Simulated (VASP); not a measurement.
Input of a VASP 6.6.1 run:

The input POSCAR:

```
NiO
1.0
    0.0000000000      2.0859016414      2.0859016414
    2.0859016414      0.0000000000      2.0859016414
    2.0859016414      2.0859016414      0.0000000000
Ni O
1 1
Direct
    0.0000000000      0.0000000000      0.0000000000
    0.5000000000      0.5000000000      0.5000000000
```

File INCAR.step1:

```
SYSTEM = NiO
PREC = Accurate ; ENCUT = 520
EDIFF = 1E-6 ; ISMEAR = -1
SIGMA = 0.05 ; LREAL = .FALSE.
LASPH = .TRUE. ; NELM = 200
ALGO = Normal ; ISIF = 2
LWAVE = .FALSE. ; LCHARG = .TRUE.
ISPIN = 2 ; MAGMOM = 1 0
LMAXMIX = 4 ; LDAU = .TRUE.
LDAUTYPE = 2 ; LDAUL = 2 -1
LDAUU = 8 0 ; LDAUJ = 0 0
LDAUPRINT = 1 ; GGA = PE
NBANDS = 23 ; GGA_COMPAT = .FALSE.
NEDOS = 2001 ; LORBIT = 11
```

The input KPOINTS.step1:

```
Automatic mesh
0
G
  11 11 11
  0 0 0
```

Contents of INCAR.step2:

```
SYSTEM = NiO
PREC = Accurate ; ENCUT = 520
EDIFF = 1E-6 ; ISMEAR = -5
SIGMA = 0.05 ; LREAL = .FALSE.
LASPH = .TRUE. ; NELM = 200
ALGO = Normal ; ISIF = 2
LWAVE = .FALSE. ; LCHARG = .FALSE.
ISPIN = 2 ; MAGMOM = 1 0
LORBIT = 11 ; LMAXMIX = 4
LDAU = .TRUE. ; LDAUTYPE = 2
LDAUL = 2 -1 ; LDAUU = 8 0
LDAUJ = 0 0 ; LDAUPRINT = 1
GGA = PE ; NEDOS = 2001
ICHARG = 11 ; GGA_COMPAT = .FALSE.
```

File KPOINTS.step2:

```
Automatic mesh
0
G
  17 17 17
  0 0 0
```

Potentials or basis: VASP PAW PBE potentials, release 64 (Ni_sv_GW, O).

Command:

```sh
$ cat potpaw_PBE.64/Ni_sv_GW/POTCAR potpaw_PBE.64/O/POTCAR > POTCAR
$ cp INCAR.step1 INCAR
$ cp KPOINTS.step1 KPOINTS
$ mpirun -np 1 vasp_std > vasp.out
$ cp INCAR.step2 INCAR
$ cp KPOINTS.step2 KPOINTS
$ mpirun -np 1 vasp_std > vasp.out
```

(1) What does it give for the site moments?

(2) Predict the net moment.

Answers

(1) Ni +1.82; O +0.14 μB.

(2) 2.00 μB per cell.

Caveat: a cell with one magnetic atom can't hold antiferromagnetic order, which such compounds often take.
